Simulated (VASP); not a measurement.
# Sn8Te7 (a cell with a defect) in VASP: single point with r2SCAN

Aim: the single point of Sn8Te7 (a cell with a defect) with r2SCAN.

Program: VASP 6.6.1. These are calculated values, not measurements. Logs are shortened: lines on timing, memory, paths and dates and some standing lists are left out, and cuts for length are marked.

**1. The cell of the first run**

The cell holds a defect, 15 atoms: a = 10.214 Å, b = 10.214 Å, c = 10.214 Å, α = 60.00°, β = 60.00°, γ = 60.00°.

**2. Single point, r2SCAN**

The input, POSCAR:

```
Sn8Te7
1.0
    0.0000000000      7.2223000000      7.2223000000
    7.2223000000      0.0000000000      7.2223000000
    7.2223000000      7.2223000000      0.0000000000
Sn Te
8 7
Direct
   -0.0008526433     -0.0008526433     -0.0008526433
   -0.0008526433     -0.0008526433      0.5025579298
   -0.0008526433      0.5025579298     -0.0008526433
    0.0111850989      0.4962716337      0.4962716337
    0.5025579298     -0.0008526433     -0.0008526433
    0.4962716337      0.0111850989      0.4962716337
    0.4962716337      0.4962716337      0.0111850989
    0.4962716337      0.4962716337      0.4962716337
    0.3954889411      0.3954889411      0.8545110589
    0.3954889411      0.8545110589      0.3954889411
    0.3954889411      0.8545110589      0.8545110589
    0.8545110589      0.3954889411      0.3954889411
    0.8545110589      0.3954889411      0.8545110589
    0.8545110589      0.8545110589      0.3954889411
    0.8750000000      0.8750000000      0.8750000000
```

The input, INCAR.step1:

```
SYSTEM = Sn8Te7
PREC     = Accurate       ! precision mode
ENCUT    = 440            ! plane-wave cutoff, eV
ISMEAR   = -1             ! smearing method
SIGMA    = 0.05           ! smearing width, eV
LREAL    = .False.        ! projectors in reciprocal space
LASPH    = .True.         ! aspherical terms in the spheres
NELM     = 120            ! most SCF steps
NBANDS   = 90             ! bands
NELECT   = 152.0        
GGA      = PE             ! functional
ALGO     = Normal         ! electronic algorithm
EDIFF    = 1E-5           ! SCF threshold, eV
LWAVE    = .True.         ! write WAVECAR
LCHARG   = .False.        ! write CHGCAR
GGA_COMPAT= .False.
```

The input, INCAR.step2:

```
SYSTEM = Sn8Te7
PREC     = Accurate       ! precision mode
ENCUT    = 440            ! plane-wave cutoff, eV
EDIFF    = 1E-6           ! SCF threshold, eV
ISMEAR   = -1             ! smearing method
SIGMA    = 0.05           ! smearing width, eV
LREAL    = .False.        ! projectors in reciprocal space
LASPH    = .True.         ! aspherical terms in the spheres
NELM     = 120            ! most SCF steps
ALGO     = Normal         ! electronic algorithm
ISIF     = 2              ! what is computed and relaxed
LWAVE    = .False.        ! write WAVECAR
LCHARG   = .False.        ! write CHGCAR
METAGGA  = R2SCAN         ! meta-GGA
LMIXTAU  = .True.       
NBANDS   = 90             ! bands
NELECT   = 152.0        
ISTART   = 1            
GGA_COMPAT= .False.
```

The input, KPOINTS:

```
regular mesh
0
Gamma
  2 2 2
  0 0 0
```

Potentials or basis: VASP PAW PBE potentials, release 64 (Sn_d, Te).

Started as:

```bash
> cat potpaw_PBE.64/Sn_d/POTCAR potpaw_PBE.64/Te/POTCAR > POTCAR
> cp INCAR.step1 INCAR
> mpirun -np 1 vasp_std > vasp.out
> cp INCAR.step2 INCAR
> mpirun -np 1 vasp_std > vasp.out
```

OUTCAR:

```text
SYSTEM = Sn8Te7
   PREC = Accurate
   ENCUT = 440
   EDIFF = 1E-6
   ISMEAR = -1
   LREAL = .False.
   LASPH = .True.
   NELM = 120
   ISIF = 2
   METAGGA = R2SCAN
   NELECT = 152.0
   ISTART = 1

 ion  position               nearest neighbor table
   1  0.999  0.999  0.999-  15 3.11  14 3.31  11 3.31  13 3.31
   2  0.999  0.999  0.503-  15 3.11  14 3.31  10 3.31  12 3.31
   3  0.999  0.503  0.999-  15 3.11  13 3.31   9 3.31  12 3.31
   4  0.011  0.496  0.496-  12 3.01  13 3.01  14 3.01
   5  0.503  0.999  0.999-  15 3.11  11 3.31   9 3.31  10 3.31
   6  0.496  0.011  0.496-  10 3.01  11 3.01  14 3.01
   7  0.496  0.496  0.011-   9 3.01  11 3.01  13 3.01
   8  0.496  0.496  0.496-   9 3.01  10 3.01  12 3.01
   9  0.395  0.395  0.855-   7 3.01   8 3.01   3 3.31   5 3.31
  10  0.395  0.855  0.395-   6 3.01   8 3.01   2 3.31   5 3.31
  11  0.395  0.855  0.855-   6 3.01   7 3.01   5 3.31   1 3.31
  12  0.855  0.395  0.395-   4 3.01   8 3.01   2 3.31   3 3.31
  13  0.855  0.395  0.855-   4 3.01   7 3.01   3 3.31   1 3.31
  14  0.855  0.855  0.395-   4 3.01   6 3.01   2 3.31   1 3.31
  15  0.875  0.875  0.875-   1 3.11   2 3.11   3 3.11   5 3.11

  LATTYP: Found a face centered cubic cell.
 ALAT       =    14.4446000000

  Lattice vectors:

 A1 = (   0.0000000000,   7.2223000000,   7.2223000000)
 A2 = (   7.2223000000,   0.0000000000,   7.2223000000)
 A3 = (   7.2223000000,   7.2223000000,   0.0000000000)

Analysis of symmetry for initial positions (statically):
=====================================================================
 Subroutine PRICEL returns:
 Original cell was already a primitive cell.

 Routine SETGRP: Setting up the symmetry group for a
 face centered cubic supercell.

 Subroutine GETGRP returns: Found 24 space group operations
 (whereof  6 operations were pure point group operations)
 out of a pool of 48 trial point group operations.

The static configuration has the point symmetry C_3v.
 The point group associated with its full space group is T_d .

Analysis of symmetry for dynamics (positions and initial velocities):
=====================================================================
 Subroutine PRICEL returns:
 Original cell was already a primitive cell.

 Routine SETGRP: Setting up the symmetry group for a
 face centered cubic supercell.

 Subroutine GETGRP returns: Found 24 space group operations
 (whereof  6 operations were pure point group operations)
 out of a pool of 48 trial point group operations.

The dynamic configuration has the point symmetry C_3v.
 The point group associated with its full space group is T_d .

 Subroutine INISYM returns: Found 24 space group operations
 (whereof  6 operations are pure point group operations),
 and found     1 'primitive' translations

----------------------------------------------------------------------------------------

                                     Primitive cell

  volume of cell :     753.4537

  direct lattice vectors                    reciprocal lattice vectors
     0.000000000  7.222300000  7.222300000    -0.069230024  0.069230024  0.069230024
     7.222300000  0.000000000  7.222300000     0.069230024 -0.069230024  0.069230024
     7.222300000  7.222300000  0.000000000     0.069230024  0.069230024 -0.069230024

  length of vectors
    10.213874612 10.213874612 10.213874612     0.119909918  0.119909918  0.119909918

  position of ions in fractional coordinates (direct lattice)
     0.999147357  0.999147357  0.999147357
     0.999147357  0.999147357  0.502557930
     0.999147357  0.502557930  0.999147357
     0.011185099  0.496271634  0.496271634
     0.502557930  0.999147357  0.999147357
     0.496271634  0.011185099  0.496271634
     0.496271634  0.496271634  0.011185099
     0.496271634  0.496271634  0.496271634
     0.395488941  0.395488941  0.854511059
     0.395488941  0.854511059  0.395488941
     0.395488941  0.854511059  0.854511059
     0.854511059  0.395488941  0.395488941
     0.854511059  0.395488941  0.854511059
     0.854511059  0.854511059  0.395488941
     0.875000000  0.875000000  0.875000000

  ion indices of the primitive-cell ions
   primitive index   ion index
                 1           1
                 2           2
                 3           3
                 4           4
                 5           5
                 6           6
                 7           7
                 8           8
                 9           9
                10          10
                11          11
                12          12
                13          13
                14          14
                15          15

----------------------------------------------------------------------------------------

 KPOINTS: regular mesh

Automatic generation of k-mesh.
 Grid dimensions read from file:
 generate k-points for:    2    2    2

 Generating k-lattice:

  Cartesian coordinates                     Fractional coordinates (reciprocal lattice)
    -0.034615012  0.034615012  0.034615012     0.500000000  0.000000000  0.000000000
     0.034615012 -0.034615012  0.034615012     0.000000000  0.500000000  0.000000000
     0.034615012  0.034615012 -0.034615012     0.000000000  0.000000000  0.500000000

  Length of vectors
     0.059954959  0.059954959  0.059954959

  Shift w.r.t. Gamma in fractional coordinates (k-lattice)
     0.000000000  0.000000000  0.000000000

 Subroutine IBZKPT returns following result:
 ===========================================

 Found      3 irreducible k-points:

 Following reciprocal coordinates:
            Coordinates               Weight
  0.000000  0.000000  0.000000      1.000000
  0.500000  0.000000  0.000000      4.000000
  0.500000  0.500000  0.000000      3.000000
   k-points           NKPTS =      3   k-points in BZ     NKDIM =      3   number of bands    NBANDS=     90
   number of dos      NEDOS =    301   number of ions     NIONS =     15
   total plane-waves  NPLWV = 343000
   dimension x,y,z NGX =    70 NGY =   70 NGZ =   70
   dimension x,y,z NGXF=   140 NGYF=  140 NGZF=  140
   ions per type =               8   7
   NGX,Y,Z   is equivalent  to a cutoff of  11.39, 11.39, 11.39 a.u.
   NGXF,Y,Z  is equivalent  to a cutoff of  22.79, 22.79, 22.79 a.u.
 SYSTEM =  Sn8Te7
   PREC   = accura    normal or accurate (medium, high low for compatibility)
   ISTART =      1    job   : 0-new  1-cont  2-samecut
   ICHARG =      0    charge: 1-file 2-atom 10-const
   ISPIN  =      1    spin polarized calculation?
   LNONCOLLINEAR =      F non collinear calculations
   LSORBIT =      F    spin-orbit coupling
   LASPH  =      T    aspherical Exc in radial PAW
   ENCUT  =  440.0 eV  32.34 Ry    5.69 a.u.  17.47 17.47 17.47*2*pi/ulx,y,z
   NELM   =    120;   NELMIN=  2; NELMDL=  0     # of ELM steps
   EDIFF  = 0.1E-05   stopping-criterion for ELM
   LREAL  =      F    real-space projection
   EDIFFG = 0.1E-04   stopping-criterion for IOM
   NSW    =      0    number of steps for IOM
   IBRION =     -1    ionic relax: 0-MD 1-quasi-New 2-CG
   NFREE  =      0    steps in history (QN), initial steepest desc. (CG)
   ISIF   =      2    stress and relaxation
   ISYM   =      2    0-nonsym 1-usesym 2-fastsym
   POTIM  = 0.5000    time-step for ionic-motion
   TEBEG  =    0.0;   TEEND  =   0.0 temperature during run
   PSTRESS=    0.0 pullay stress
   NELECT =     152.0000    total number of electrons
   NUPDOWN=      -1.0000    fix difference up-down
   EMIN   =  10.00;   EMAX   =-10.00  energy-range for DOS
   EFERMI =   0.00;   METHOD = LEGACY
   ISMEAR =    -1;   SIGMA  =   0.05  broadening in eV -4-tet -1-fermi 0-gaus
   EFERMI_NEDOS =   21; number of points for ismear=-14 and -15
   IALGO  =     38    algorithm
   IMIX   =      4    mixing-type and parameters
     AMIX     =   0.40;   BMIX     =  1.00
     AMIX_MAG =   1.60;   BMIX_MAG =  1.00
  volume/ion in A,a.u.               =      50.23       338.97
  Fermi-wavevector in a.u.,A,eV,Ry     =   0.960146  1.814412 12.542937  0.921880
  Thomas-Fermi vector in A             =   2.089404
   LORBIT       =      0    0 simple, 1 ext, 2 COOP (PROOUT), +10 PAW based schemes
   METAGGA = R2SCAN    functional components
   LHFCALC =     F    Hartree Fock is set to
   AEXX    =    0.0000 exact exchange contribution
   IVDW    =     0    specifies the selected vdW correction
   LEPSILON=     F    determine dielectric tensor
   LRPA    =     F    only Hartree local field effects (RPA)
 non-spin polarized calculation
  energy-cutoff  :      440.00
  volume of cell :      753.45
 maximum number of plane-waves:     15808
 NGX is ok and might be reduce to    70
   NGX = 35   NGY = 35   NGZ = 35

 number of electron     151.9999982 magnetization

 Free energy of the ion-electron system (eV)
  ---------------------------------------------------
  ext. energy  EPLUGINS =         0.00000000
  ---------------------------------------------------
  free energy    TOTEN  =      -380.05030111 eV

  energy without entropy =     -380.05025278  energy(sigma->0) =     -380.05027694

 E-fermi :   2.3329     XC(G=0):  -7.5513

 val. band max:        1.7922446080   @ k =   0.5000   0.5000   0.0000
 cond. band min:       2.7688699742   @ k =   0.0000   0.0000   0.0000
 fundamental gap:      0.9766253661
 Fermi energy:         2.3328556336

 k-point     1 :       0.0000    0.0000    0.0000
  band No.  band energies     occupation
      1     -20.2469      2.00000
      2     -20.2423      2.00000
      3     -20.2423      2.00000
      4     -20.2423      2.00000
      5     -20.2393      2.00000
      6     -20.2393      2.00000
[... 80 lines left out ...]
     87       4.5110      0.00000
     88       4.5110      0.00000

 k-point     2 :       0.5000    0.0000    0.0000
  band No.  band energies     occupation
      1     -20.2465      2.00000
      2     -20.2426      2.00000
      3     -20.2423      2.00000
      4     -20.2423      2.00000
      5     -20.2392      2.00000
      6     -20.2392      2.00000
[... 80 lines left out ...]
     87       4.4746      0.00000
     88       4.8192      0.00000

 k-point     3 :       0.5000    0.5000    0.0000
  band No.  band energies     occupation
      1     -20.2464      2.00000
      2     -20.2428      2.00000
      3     -20.2422      2.00000
      4     -20.2422      2.00000
      5     -20.2392      2.00000
      6     -20.2389      2.00000
[... 80 lines left out ...]
     87       4.5382      0.00000
     88       4.7143      0.00000
 [bands above 88 left out]

------------------------ aborting loop because EDIFF is reached ----------------------------------------

  FORCE on cell =-STRESS in cart. coord.  units (eV):
  Direction    XX          YY          ZZ          XY          YZ          ZX
  --------------------------------------------------------------------------------------
  -------------------------------------------------------------------------------------
  Total      -24.3418432    -24.3418432    -24.3418432      0.0000000     -0.0000000      0.0000000
  in kB      -51.7615741    -51.7615741    -51.7615741      0.0000000     -0.0000000      0.0000000
  external PRESSURE =     -51.7615741 kB  Pullay stress =       0.0000000 kB

 VOLUME and BASIS-vectors are now :
 -----------------------------------------------------------------------------
  energy-cutoff  :      440.00
  volume of cell :      753.45
      direct lattice vectors                 reciprocal lattice vectors
     0.000000000  7.222300000  7.222300000    -0.069230024  0.069230024  0.069230024
     7.222300000  0.000000000  7.222300000     0.069230024 -0.069230024  0.069230024
     7.222300000  7.222300000  0.000000000     0.069230024  0.069230024 -0.069230024

 POSITION                                       TOTAL-FORCE (eV/Angst)
 -----------------------------------------------------------------------------------
     14.43228     14.43228     14.43228         0.000329      0.000329      0.000329
     10.84577     10.84577     14.43228        -0.000329     -0.000329      0.000329
     10.84577     14.43228     10.84577        -0.000329      0.000329     -0.000329
      7.16845      3.66500      3.66500         0.021567     -0.021567     -0.021567
     14.43228     10.84577     10.84577         0.000329     -0.000329     -0.000329
      3.66500      7.16845      3.66500        -0.021567      0.021567     -0.021567
      3.66500      3.66500      7.16845        -0.021567     -0.021567      0.021567
      7.16845      7.16845      7.16845         0.021567      0.021567      0.021567
      9.02787      9.02787      5.71268        -0.000000     -0.000000      0.002851
      9.02787      5.71268      9.02787        -0.000000      0.002851     -0.000000
     12.34307      9.02787      9.02787        -0.002851     -0.000000     -0.000000
      5.71268      9.02787      9.02787         0.002851     -0.000000     -0.000000
      9.02787     12.34307      9.02787        -0.000000     -0.002851     -0.000000
      9.02787      9.02787     12.34307        -0.000000     -0.000000     -0.002851
     12.63903     12.63903     12.63903        -0.000000      0.000000     -0.000000
 -----------------------------------------------------------------------------------
    total drift:                                0.000000      0.000000      0.000000

  FREE ENERGIE OF THE ION-ELECTRON SYSTEM (eV)
  ---------------------------------------------------
  free  energy   TOTEN  =      -380.0503011082 eV

  energy  without entropy=     -380.0502527807  energy(sigma->0) =     -380.05027694
```

Wall time 12 min (1 thread of Intel Xeon 6975P-C (Granite Rapids), shared host); peak memory 0.8 GiB.

What came out:

```yaml
Free_energy: -380.0503 eV
Largest_force: 0.037 eV/Å
```

Forces on the atoms (eV/Å):
```
Sn   0.000  0.000  0.000
Sn   0.000  0.000  0.000
Sn   0.000  0.000  0.000
Sn   0.022 -0.022 -0.022
Sn   0.000  0.000  0.000
Sn  -0.022  0.022 -0.022
Sn  -0.022 -0.022  0.022
Sn   0.022  0.022  0.022
Te   0.000  0.000  0.003
Te   0.000  0.003  0.000
Te  -0.003  0.000  0.000
Te   0.003  0.000  0.000
Te   0.000 -0.003  0.000
Te   0.000  0.000 -0.003
Te   0.000  0.000  0.000
```

Levels at points of the mesh, in eV from the Fermi level:
```
           k point  band 74  band 75  band 76  band 77  band 78  band 79
(0.00, 0.00, 0.00)    -0.83    -0.83    -0.83     0.44     0.61     0.61
(0.50, 0.00, 0.00)    -0.97    -0.60    -0.60     0.98     1.11     1.11
(0.50, 0.50, 0.00)    -0.70    -0.54    -0.54     0.82     0.83     1.52
```

Caveat: the cell carries a net charge on a neutralising background, which shifts energy and pressure; the cell is charged against a uniform background, so pressure and absolute levels hang on convention; the PAW data sets were made with another functional, which shifts forces and pressure a little; spin-orbit coupling is left out, which moves the levels of the heavy elements.
